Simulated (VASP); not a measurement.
# Na2S (Fm-3m) in VASP: a series of runs, part 2 of 2

VASP 6.6.1. The steps go on from the part before.

### 3 Single point, PBEsol

Contents of INCAR:

```
SYSTEM = Na2S
ALGO = Normal
EDIFF = 1E-6
ENCUT = 500
GGA = PS
GGA_COMPAT = .False.
ISIF = 2
ISMEAR = 0
LASPH = .True.
LCHARG = .False.
LREAL = .False.
LWAVE = .False.
NBANDS = 17
NELM = 120
PREC = Accurate
SIGMA = 0.01
```

Contents of KPOINTS:

```
k-points
0
Gamma
  4 4 4
  0 0 0
```

Contents of POSCAR:

```
Na2S
1.0
    0.0000000000      3.2735000000      3.2735000000
    3.2735000000      0.0000000000      3.2735000000
    3.2735000000      3.2735000000      0.0000000000
Na S
2 1
Direct
    0.2500000000      0.2500000000      0.2500000000
    0.7500000000      0.7500000000      0.7500000000
    0.0000000000      0.0000000000      0.0000000000
```

Potentials or basis: VASP PAW PBE potentials, release 64 (Na_pv, S).

The run is started by

```console
$ cat potpaw_PBE.64/Na_pv/POTCAR potpaw_PBE.64/S/POTCAR > POTCAR
$ mpirun -np 1 vasp_std > vasp.out
```

It took 22 s on 1 thread of Intel Xeon 8259CL, shared host; peak memory 0.19 GiB.

It converged, with:

| Property | Result |
| --- | --- |
| Free energy | -10.3689 eV |
| Pressure | -0.5 GPa |
| Band gap on the k mesh | 2.36 eV, direct |

Levels at points of the mesh, in eV from the valence-band top:
| k point | band 8 | band 9 | band 10 | band 11 | band 12 | band 13 |
| --- | --- | --- | --- | --- | --- | --- |
| (0.00, 0.00, 0.00) | 0.00 | 0.00 | 0.00 | 2.36 | 7.65 | 7.65 |
| (0.50, 0.00, 0.00) | -1.67 | -0.13 | -0.13 | 4.70 | 6.30 | 7.05 |
| (0.50, 0.50, 0.00) | -1.49 | -0.47 | -0.47 | 3.69 | 5.94 | 8.38 |

Caveat: the PAW data sets were made with another functional, which shifts forces and pressure a little.

### 4 Single point, PBEsol

Contents of INCAR:

```
ALGO     = Normal         # electronic algorithm
EDIFF    = 1E-6           # SCF threshold, eV
ENCUT    = 500            # plane-wave cutoff, eV
GGA      = PS             # functional
GGA_COMPAT= False        
ISIF     = 2              # what is computed and relaxed
ISMEAR   = 0              # smearing method
LASPH    = True           # aspherical terms in the spheres
LCHARG   = False          # write CHGCAR
LREAL    = False          # projectors in reciprocal space
LWAVE    = False          # write WAVECAR
NBANDS   = 17             # bands
NELM     = 120            # most SCF steps
PREC     = Accurate       # precision mode
SIGMA    = 0.01           # smearing width, eV
```

Contents of KPOINTS:

```
k-points
0
Gamma
  6 6 6
```

POSCAR is that of step 3.

Potentials or basis: VASP PAW PBE potentials, release 64 (Na_pv, S).

The run is started by

```console
$ cat potpaw_PBE.64/Na_pv/POTCAR potpaw_PBE.64/S/POTCAR > POTCAR
$ mpirun -np 1 vasp_std > vasp.out
```

OUTCAR:

```text
EDIFF = 1E-6
   ENCUT = 500
   GGA = PS
   ISIF = 2
   ISMEAR = 0
   LASPH = True
   LREAL = False
   NELM = 120
   PREC = Accurate

 ion  position               nearest neighbor table
   1  0.250  0.250  0.250-
   2  0.750  0.750  0.750-
   3  0.000  0.000  0.000-

  LATTYP: Found a face centered cubic cell.
 ALAT       =     6.5470000000

[... 498 lines left out ...]
     16      11.1678      0.00000
     17      11.9613      0.00000

------------------------ aborting loop because EDIFF is reached ----------------------------------------

  FORCE on cell =-STRESS in cart. coord.  units (eV):
  Direction    XX          YY          ZZ          XY          YZ          ZX
  --------------------------------------------------------------------------------------
  -------------------------------------------------------------------------------------
  Total       -0.2388904     -0.2388904     -0.2388904      0.0000000      0.0000000      0.0000000
  in kB       -5.4555975     -5.4555975     -5.4555975      0.0000000      0.0000000      0.0000000
  external PRESSURE =      -5.4555975 kB  Pullay stress =       0.0000000 kB

 VOLUME and BASIS-vectors are now :
 -----------------------------------------------------------------------------
  energy-cutoff  :      500.00
  volume of cell :       70.16
      direct lattice vectors                 reciprocal lattice vectors
     0.000000000  3.273500000  3.273500000    -0.152741714  0.152741714  0.152741714
     3.273500000  0.000000000  3.273500000     0.152741714 -0.152741714  0.152741714
     3.273500000  3.273500000  0.000000000     0.152741714  0.152741714 -0.152741714

 POSITION                                       TOTAL-FORCE (eV/Angst)
 -----------------------------------------------------------------------------------
      1.63675      1.63675      1.63675         0.000000      0.000000      0.000000
      4.91025      4.91025      4.91025        -0.000000     -0.000000     -0.000000
      0.00000      0.00000      0.00000        -0.000000      0.000000      0.000000
 -----------------------------------------------------------------------------------
    total drift:                                0.000000      0.000000      0.000000

  FREE ENERGIE OF THE ION-ELECTRON SYSTEM (eV)
  ---------------------------------------------------
  free  energy   TOTEN  =       -10.3728861486 eV

  energy  without entropy=      -10.3728861486  energy(sigma->0) =      -10.37288615
```

OSZICAR:

```text
N       E                     dE             d eps       ncg     rms          rms(c)
DAV:   1     0.145135053233E+03    0.14514E+03   -0.98148E+03   544   0.115E+03
DAV:   2     0.804330625306E-02   -0.14513E+03   -0.14167E+03   585   0.315E+02
DAV:   3    -0.109605463526E+02   -0.10969E+02   -0.10900E+02   659   0.861E+01
DAV:   4    -0.111552781865E+02   -0.19473E+00   -0.19458E+00   679   0.124E+01
DAV:   5    -0.111590696653E+02   -0.37915E-02   -0.37911E-02   721   0.174E+00    0.340E+00
DAV:   6    -0.104249256718E+02    0.73414E+00   -0.14644E+00   725   0.604E+00    0.250E+00
DAV:   7    -0.103709660233E+02    0.53960E-01   -0.19874E-01   680   0.198E+00    0.163E+00
DAV:   8    -0.103724394246E+02   -0.14734E-02   -0.16743E-02   561   0.102E+00    0.560E-01
DAV:   9    -0.103726205906E+02   -0.18117E-03   -0.44444E-04   697   0.124E-01    0.644E-01
DAV:  10    -0.103730903103E+02   -0.46972E-03   -0.14447E-03   568   0.199E-01    0.441E-01
DAV:  11    -0.103728874320E+02    0.20288E-03   -0.91272E-04   614   0.136E-01    0.121E-01
DAV:  12    -0.103728913005E+02   -0.38685E-05   -0.15579E-05   634   0.264E-02    0.867E-02
DAV:  13    -0.103728856669E+02    0.56336E-05   -0.48961E-05   703   0.303E-02    0.124E-02
DAV:  14    -0.103728861486E+02   -0.48172E-06   -0.18548E-06   596   0.692E-03
   1 F= -.10372886E+02 E0= -.10372886E+02  d E =-.966564E-12
```

stdout:

```text
POSCAR found type information on POSCAR NaS
 POSCAR found :  2 types and       3 ions
 scaLAPACK will be used
 -----------------------------------------------------------------------------
|                                                                             |
|                                                                             |
|     You enforced a specific xc type in the INCAR file but a different       |
|     I HOPE YOU KNOW WHAT YOU ARE DOING!                                     |
|                                                                             |
 -----------------------------------------------------------------------------

 LDA part: xc-table for (Slater+PW92), standard interpolation
 POSCAR, INCAR and KPOINTS ok, starting setup
 FFT: planning ... GRIDC
 FFT: planning ... GRID_SOFT
 FFT: planning ... GRID
 WAVECAR not read
 entering main loop
```

It took 33 s on 1 thread of Intel Xeon 8259CL, shared host; peak memory 0.2 GiB.

Results:

- Free energy: -10.3729 eV
- Pressure: -0.5 GPa
- Band gap on the k mesh: 2.36 eV, direct

Levels at points of the mesh, in eV from the valence-band top:
```csv
k point,band 7,band 8,band 9,band 10,band 11,band 12,band 13,band 14
"(0.00, 0.00, 0.00)",-10.12,0.00,0.00,0.00,2.36,7.65,7.65,7.65
"(0.50, 0.00, 0.00)",-9.88,-1.67,-0.13,-0.13,4.70,6.30,7.05,7.05
"(0.50, 0.50, 0.00)",-9.80,-1.49,-0.47,-0.47,3.70,5.94,8.38,9.64
```

Caveat: the PAW data sets were made with another functional, which shifts forces and pressure a little.

### 5 Single point, PBEsol

Contents of INCAR:

```
SYSTEM = Na2S
PREC     = Accurate       ! precision mode
ENCUT    = 500            ! plane-wave cutoff, eV
EDIFF    = 1E-6           ! SCF threshold, eV
ISMEAR   = 0              ! smearing method
SIGMA    = 0.01           ! smearing width, eV
LREAL    = .FALSE.        ! projectors in reciprocal space
LASPH    = .TRUE.         ! aspherical terms in the spheres
NELM     = 120            ! most SCF steps
ALGO     = Normal         ! electronic algorithm
ISIF     = 2              ! what is computed and relaxed
LWAVE    = .FALSE.        ! write WAVECAR
LCHARG   = .FALSE.        ! write CHGCAR
GGA      = PS             ! functional
NBANDS   = 17             ! bands
GGA_COMPAT= .FALSE.
```

Contents of KPOINTS:

```
regular mesh
0
G
  8 8 8
  0 0 0
```

POSCAR is that of step 4.

The run is started by

```console
$ cat potpaw_PBE.64/Na_pv/POTCAR potpaw_PBE.64/S/POTCAR > POTCAR
$ mpirun -np 1 vasp_std > vasp.out
```

Wall time 54 s (1 thread of Intel Xeon 8259CL, shared host); peak memory 0.2 GiB.

The run converged. Its results:

| Item | Value |
| --- | --- |
| Free energy | -10.3730 eV |
| Pressure | -0.5 GPa |
| Band gap on the k mesh | 2.36 eV, direct |

Levels at points of the mesh, in eV from the valence-band top:
```csv
k point,band 7,band 8,band 9,band 10,band 11,band 12,band 13,band 14
"(0.00, 0.00, 0.00)",-10.12,0.00,0.00,0.00,2.36,7.65,7.65,7.65
"(0.50, 0.00, 0.00)",-9.88,-1.67,-0.13,-0.13,4.70,6.30,7.05,7.05
"(0.50, 0.50, 0.00)",-9.80,-1.49,-0.47,-0.47,3.70,5.94,8.38,9.64
```

Caveat: the PAW data sets were made with another functional, which shifts forces and pressure a little.

### 6 The runs side by side

| k mesh | gap on the mesh (eV) | pressure (GPa) |
| --- | --- | --- |
| 2 × 2 × 2 | 2.26 | 0.2 |
| 4 × 4 × 4 | 2.36 | -0.5 |
| 6 × 6 × 6 | 2.36 | -0.5 |
| 8 × 8 × 8 | 2.36 | -0.5 |

Alike in all rows: task single point; level PBEsol; potentials or basis VASP PAW PBE potentials, release 64 (Na_pv, S); no spin polarisation; cell as given; cutoff (eV) 500; smearing gaussian 0.01 eV.

Caveats: some runs use coarse meshes; the PAW data sets were made with another functional, which shifts forces and pressure a little.

Absolute energies hang on the potentials; compare differences alone.
